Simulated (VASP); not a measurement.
# NaI (zincblende type) (F-43m) in VASP: a series of runs

Runs on NaI (zincblende type). Level: PBE. Tasks: single point.

Everything below comes from runs of VASP 6.6.1. Logs are shortened: lines on timing, memory, paths and dates and some standing lists are left out, and cuts for length are marked.

## (1) The cell of the first run

Symmetry: F-43m, No. 216, cubic system. Conventional cell: a = 7.066 Å, b = 7.066 Å, c = 7.066 Å, α = 90.00°, β = 90.00°, γ = 90.00°. Within 4.0 Å of Na (site symmetry -43m) lie 4 I at 3.06 Å. Within 4.0 Å of I (site symmetry -43m) lie 4 Na at 3.06 Å.

## (2) Single point, PBE (44.10 Å³/atom)

The input, INCAR:

```
PREC     = Accurate       # precision mode
ENCUT    = 520            # plane-wave cutoff, eV
EDIFF    = 1E-6           # SCF threshold, eV
ISMEAR   = -1             # smearing method
SIGMA    = 0.05           # smearing width, eV
LREAL    = F              # projectors in reciprocal space
LASPH    = T              # aspherical terms in the spheres
NELM     = 60             # most SCF steps
ALGO     = Normal         # electronic algorithm
ISIF     = 2              # what is computed and relaxed
LWAVE    = F              # write WAVECAR
LCHARG   = F              # write CHGCAR
GGA      = PE             # functional
NBANDS   = 14             # bands
```

The input, KPOINTS:

```
regular mesh
0
Gamma
  10 10 10
```

The input, POSCAR:

```
NaI
1.0
    0.0000000000      3.5329756665      3.5329756665
    3.5329756665      0.0000000000      3.5329756665
    3.5329756665      3.5329756665      0.0000000000
Na I
1 1
Direct
    0.0000000000      0.0000000000      0.0000000000
    0.2500000000      0.2500000000      0.2500000000
```

Potentials or basis: VASP PAW PBE potentials, release 64 (Na_pv, I).

The run is started by

```console
$ cat potpaw_PBE.64/Na_pv/POTCAR potpaw_PBE.64/I/POTCAR > POTCAR
$ mpirun -np 1 vasp_std > vasp.out
```

OUTCAR:

```text
PREC = Accurate
   ENCUT = 520
   EDIFF = 1E-6
   ISMEAR = -1
   LREAL = F
   LASPH = T
   NELM = 60
   ISIF = 2
   GGA = PE

 ion  position               nearest neighbor table
   1  0.000  0.000  0.000-   2 3.06   2 3.06   2 3.06   2 3.06
   2  0.250  0.250  0.250-   1 3.06   1 3.06   1 3.06   1 3.06

  LATTYP: Found a face centered cubic cell.
 ALAT       =     7.0659513330

  Lattice vectors:

 A1 = (   0.0000000000,   3.5329756665,   3.5329756665)
 A2 = (   3.5329756665,   0.0000000000,   3.5329756665)
 A3 = (   3.5329756665,   3.5329756665,   0.0000000000)

Analysis of symmetry for initial positions (statically):
=====================================================================
 Subroutine PRICEL returns:
 Original cell was already a primitive cell.

 Routine SETGRP: Setting up the symmetry group for a
 face centered cubic supercell.

 Subroutine GETGRP returns: Found 24 space group operations
 (whereof 24 operations were pure point group operations)
 out of a pool of 48 trial point group operations.

The static configuration has the point symmetry T_d .

Analysis of symmetry for dynamics (positions and initial velocities):
=====================================================================
 Subroutine PRICEL returns:
 Original cell was already a primitive cell.

 Routine SETGRP: Setting up the symmetry group for a
 face centered cubic supercell.

 Subroutine GETGRP returns: Found 24 space group operations
 (whereof 24 operations were pure point group operations)
 out of a pool of 48 trial point group operations.

The dynamic configuration has the point symmetry T_d .

 Subroutine INISYM returns: Found 24 space group operations
 (whereof 24 operations are pure point group operations),
 and found     1 'primitive' translations

----------------------------------------------------------------------------------------

                                     Primitive cell

  volume of cell :      88.1966

  direct lattice vectors                    reciprocal lattice vectors
     0.000000000  3.532975667  3.532975667    -0.141523760  0.141523760  0.141523760
     3.532975667  0.000000000  3.532975667     0.141523760 -0.141523760  0.141523760
     3.532975667  3.532975667  0.000000000     0.141523760  0.141523760 -0.141523760

  length of vectors
     4.996382103  4.996382103  4.996382103     0.245126343  0.245126343  0.245126343

  position of ions in fractional coordinates (direct lattice)
     0.000000000  0.000000000  0.000000000
     0.250000000  0.250000000  0.250000000

  ion indices of the primitive-cell ions
   primitive index   ion index
                 1           1
                 2           2

----------------------------------------------------------------------------------------

 KPOINTS: regular mesh

Automatic generation of k-mesh.
 Grid dimensions read from file:
 generate k-points for:   10   10   10

 Generating k-lattice:

  Cartesian coordinates                     Fractional coordinates (reciprocal lattice)
    -0.014152376  0.014152376  0.014152376     0.100000000  0.000000000  0.000000000
     0.014152376 -0.014152376  0.014152376     0.000000000  0.100000000  0.000000000
     0.014152376  0.014152376 -0.014152376     0.000000000  0.000000000  0.100000000

  Length of vectors
     0.024512634  0.024512634  0.024512634

  Shift w.r.t. Gamma in fractional coordinates (k-lattice)
     0.000000000  0.000000000  0.000000000

 Subroutine IBZKPT returns following result:
 ===========================================

 Found     47 irreducible k-points:

 Following reciprocal coordinates:
            Coordinates               Weight
  0.000000  0.000000  0.000000      1.000000
  0.100000  0.000000  0.000000      8.000000
  0.200000  0.000000  0.000000      8.000000
  0.300000  0.000000  0.000000      8.000000
  0.400000  0.000000  0.000000      8.000000
  0.500000  0.000000  0.000000      4.000000
[... 16 lines left out ...]
  0.300000  0.300000  0.000000      6.000000
  0.400000  0.300000  0.000000     24.000000
 [... further k-points ...]
   k-points           NKPTS =     47   k-points in BZ     NKDIM =     47   number of bands    NBANDS=     14
   number of dos      NEDOS =    301   number of ions     NIONS =      2
   total plane-waves  NPLWV =  64000
   dimension x,y,z NGX =    40 NGY =   40 NGZ =   40
   dimension x,y,z NGXF=    80 NGYF=   80 NGZF=   80
   ions per type =               1   1
   NGX,Y,Z   is equivalent  to a cutoff of  13.31, 13.31, 13.31 a.u.
   NGXF,Y,Z  is equivalent  to a cutoff of  26.62, 26.62, 26.62 a.u.
 SYSTEM =  unknown system
   PREC   = accura    normal or accurate (medium, high low for compatibility)
   ISTART =      0    job   : 0-new  1-cont  2-samecut
   ICHARG =      2    charge: 1-file 2-atom 10-const
   ISPIN  =      1    spin polarized calculation?
   LNONCOLLINEAR =      F non collinear calculations
   LSORBIT =      F    spin-orbit coupling
   LASPH  =      T    aspherical Exc in radial PAW
   ENCUT  =  520.0 eV  38.22 Ry    6.18 a.u.   9.29  9.29  9.29*2*pi/ulx,y,z
   NELM   =     60;   NELMIN=  2; NELMDL= -5     # of ELM steps
   EDIFF  = 0.1E-05   stopping-criterion for ELM
   LREAL  =      F    real-space projection
   EDIFFG = 0.1E-04   stopping-criterion for IOM
   NSW    =      0    number of steps for IOM
   IBRION =     -1    ionic relax: 0-MD 1-quasi-New 2-CG
   NFREE  =      0    steps in history (QN), initial steepest desc. (CG)
   ISIF   =      2    stress and relaxation
   ISYM   =      2    0-nonsym 1-usesym 2-fastsym
   POTIM  = 0.5000    time-step for ionic-motion
   TEBEG  =    0.0;   TEEND  =   0.0 temperature during run
   PSTRESS=    0.0 pullay stress
   NELECT =      14.0000    total number of electrons
   NUPDOWN=      -1.0000    fix difference up-down
   EMIN   =  10.00;   EMAX   =-10.00  energy-range for DOS
   EFERMI =   0.00;   METHOD = LEGACY
   ISMEAR =    -1;   SIGMA  =   0.05  broadening in eV -4-tet -1-fermi 0-gaus
   EFERMI_NEDOS =   21; number of points for ismear=-14 and -15
   IALGO  =     38    algorithm
   IMIX   =      4    mixing-type and parameters
     AMIX     =   0.40;   BMIX     =  1.00
     AMIX_MAG =   1.60;   BMIX_MAG =  1.00
  volume/ion in A,a.u.               =      44.10       297.59
  Fermi-wavevector in a.u.,A,eV,Ry     =   0.886408  1.675068 10.690351  0.785719
  Thomas-Fermi vector in A             =   2.007570
   LORBIT       =      0    0 simple, 1 ext, 2 COOP (PROOUT), +10 PAW based schemes
   GGA     = PE    functional components
   LHFCALC =     F    Hartree Fock is set to
   AEXX    =    0.0000 exact exchange contribution
   IVDW    =     0    specifies the selected vdW correction
   LEPSILON=     F    determine dielectric tensor
   LRPA    =     F    only Hartree local field effects (RPA)
 non-spin polarized calculation
  energy-cutoff  :      520.00
  volume of cell :       88.20
 maximum number of plane-waves:      2421
 NGX is ok and might be reduce to    40
   NGX = 19   NGY = 19   NGZ = 19

 number of electron      14.0000003 magnetization

 Free energy of the ion-electron system (eV)
  ---------------------------------------------------
  ext. energy  EPLUGINS =         0.00000000
  ---------------------------------------------------
  free energy    TOTEN  =        -5.28809035 eV

  energy without entropy =       -5.28809035  energy(sigma->0) =       -5.28809035

 E-fermi :   0.0516     XC(G=0):  -6.4921

 val. band max:       -1.0683131619   @ k =   0.0000   0.0000   0.0000
 cond. band min:       2.7684127971   @ k =   0.0000   0.0000   0.0000
 fundamental gap:      3.8367259590
 Fermi energy:         0.0515909236

 k-point     1 :       0.0000    0.0000    0.0000
  band No.  band energies     occupation
      1     -23.1410      2.00000
      2     -23.1410      2.00000
      3     -23.1410      2.00000
      4     -11.5126      2.00000
      5      -1.0683      2.00000
      6      -1.0683      2.00000
      7      -1.0683      2.00000
      8       2.7684      0.00000
      9       6.8455      0.00000
     10       6.8455      0.00000
     11       6.8455      0.00000
     12       8.6191      0.00000
     13       8.6191      0.00000
     14       9.9425      0.00000

 k-point     2 :       0.1000    0.0000    0.0000
  band No.  band energies     occupation
      1     -23.1413      2.00000
      2     -23.1410      2.00000
      3     -23.1410      2.00000
      4     -11.5002      2.00000
      5      -1.2292      2.00000
      6      -1.0818      2.00000
      7      -1.0818      2.00000
      8       3.0047      0.00000
      9       6.6787      0.00000
     10       6.9202      0.00000
     11       6.9202      0.00000
     12       8.3886      0.00000
     13       8.3886      0.00000
     14      10.0488      0.00000

 k-point     3 :       0.2000    0.0000    0.0000
  band No.  band energies     occupation
      1     -23.1419      2.00000
      2     -23.1411      2.00000
      3     -23.1411      2.00000
      4     -11.4676      2.00000
      5      -1.5891      2.00000
      6      -1.1165      2.00000
      7      -1.1165      2.00000
      8       3.5476      0.00000
      9       6.4105      0.00000
     10       7.0036      0.00000
     11       7.0036      0.00000
     12       8.2173      0.00000
     13       8.2173      0.00000
     14       9.5631      0.00000
[... 324 lines left out ...]
 k-point    23 :       0.3000    0.3000    0.0000
  band No.  band energies     occupation
      1     -23.1429      2.00000
      2     -23.1415      2.00000
      3     -23.1415      2.00000
      4     -11.3982      2.00000
      5      -1.9175      2.00000
      6      -1.3408      2.00000
      7      -1.3408      2.00000
      8       4.3232      0.00000
      9       5.5344      0.00000
     10       6.6688      0.00000
     11       8.0513      0.00000
     12       8.0513      0.00000
     13       9.5291      0.00000
     14      11.9295      0.00000

 k-point    24 :       0.4000    0.3000    0.0000
  band No.  band energies     occupation
      1     -23.1433      2.00000
      2     -23.1417      2.00000
      3     -23.1416      2.00000
      4     -11.3715      2.00000
      5      -2.0494      2.00000
      6      -1.4317      2.00000
      7      -1.3823      2.00000
      8       4.4309      0.00000
      9       5.4595      0.00000
     10       6.7578      0.00000
     11       8.1719      0.00000
     12       8.6035      0.00000
     13      10.0652      0.00000
     14      11.2012      0.00000

 [... further k-points ...]

------------------------ aborting loop because EDIFF is reached ----------------------------------------

  FORCE on cell =-STRESS in cart. coord.  units (eV):
  Direction    XX          YY          ZZ          XY          YZ          ZX
  --------------------------------------------------------------------------------------
  -------------------------------------------------------------------------------------
  Total        0.2693444      0.2693444      0.2693444      0.0000000      0.0000000      0.0000000
  in kB        4.8929034      4.8929034      4.8929034      0.0000000      0.0000000      0.0000000
  external PRESSURE =       4.8929034 kB  Pullay stress =       0.0000000 kB

 VOLUME and BASIS-vectors are now :
 -----------------------------------------------------------------------------
  energy-cutoff  :      520.00
  volume of cell :       88.20
      direct lattice vectors                 reciprocal lattice vectors
     0.000000000  3.532975667  3.532975667    -0.141523760  0.141523760  0.141523760
     3.532975667  0.000000000  3.532975667     0.141523760 -0.141523760  0.141523760
     3.532975667  3.532975667  0.000000000     0.141523760  0.141523760 -0.141523760

 POSITION                                       TOTAL-FORCE (eV/Angst)
 -----------------------------------------------------------------------------------
      0.00000      0.00000      0.00000         0.000000      0.000000      0.000000
      1.76649      1.76649      1.76649        -0.000000     -0.000000     -0.000000
 -----------------------------------------------------------------------------------
    total drift:                                0.000001      0.000001      0.000001

  FREE ENERGIE OF THE ION-ELECTRON SYSTEM (eV)
  ---------------------------------------------------
  free  energy   TOTEN  =        -5.2880903495 eV

  energy  without entropy=       -5.2880903494  energy(sigma->0) =       -5.28809035
```

Run time: 86 s. Hardware: 1 thread of Intel Xeon 8259CL, shared host; peak memory 0.26 GiB.

Results:

```
Free energy            : -5.2881 eV
Pressure               : 0.5 GPa
Band gap on the k mesh : 3.84 eV
```

Caveat: spin-orbit coupling is left out, which moves the levels of the heavy elements. A k mesh can miss the band edges.

## (3) Single point, PBE (45.02 Å³/atom)

This run uses another cell than the first one, of 45.02 Å³/atom.

The input, INCAR:

```
PREC = Accurate ; ENCUT = 520
EDIFF = 1E-6 ; ISMEAR = -1
SIGMA = 0.05 ; LREAL = False
LASPH = True ; NELM = 60
ALGO = Normal ; ISIF = 2
LWAVE = False ; LCHARG = False
GGA = PE ; NBANDS = 14
```

The input, KPOINTS:

```
Automatic mesh
0
Gamma
  10 10 10
```

The input, POSCAR:

```
NaI
1.0
    0.0000000000      3.5573417859      3.5573417859
    3.5573417859      0.0000000000      3.5573417859
    3.5573417859      3.5573417859      0.0000000000
Na I
1 1
Direct
    0.0000000000      0.0000000000      0.0000000000
    0.2500000000      0.2500000000      0.2500000000
```

Potentials or basis: VASP PAW PBE potentials, release 64 (Na_pv, I).

The run is started by

```console
$ cat potpaw_PBE.64/Na_pv/POTCAR potpaw_PBE.64/I/POTCAR > POTCAR
$ mpirun -np 1 vasp_std > vasp.out
```

Wall time 92 s (1 thread of Intel Xeon 8259CL, shared host); peak memory 0.27 GiB.

The run converged. Its results:

```yaml
Free_energy: -5.2923 eV
Pressure: 0.2 GPa
Band_gap_on_the_k_mesh: 3.80 eV
```

Levels at points of the mesh, in eV from the valence-band top:
```csv
k point,band 3,band 4,band 5,band 6,band 7,band 8,band 9,band 10,band 11,band 12
"(0.00, 0.00, 0.00)",-22.11,-10.42,0.00,0.00,0.00,3.80,7.88,7.88,7.88,9.65
"(0.50, 0.00, 0.00)",-22.11,-10.29,-1.20,-0.13,-0.13,5.39,7.65,7.65,7.68,10.49
"(0.50, 0.50, 0.00)",-22.11,-10.25,-1.11,-0.39,-0.39,5.19,6.18,8.95,10.38,10.38
```

Caveat: spin-orbit coupling is left out, which moves the levels of the heavy elements. A k mesh can miss the band edges.
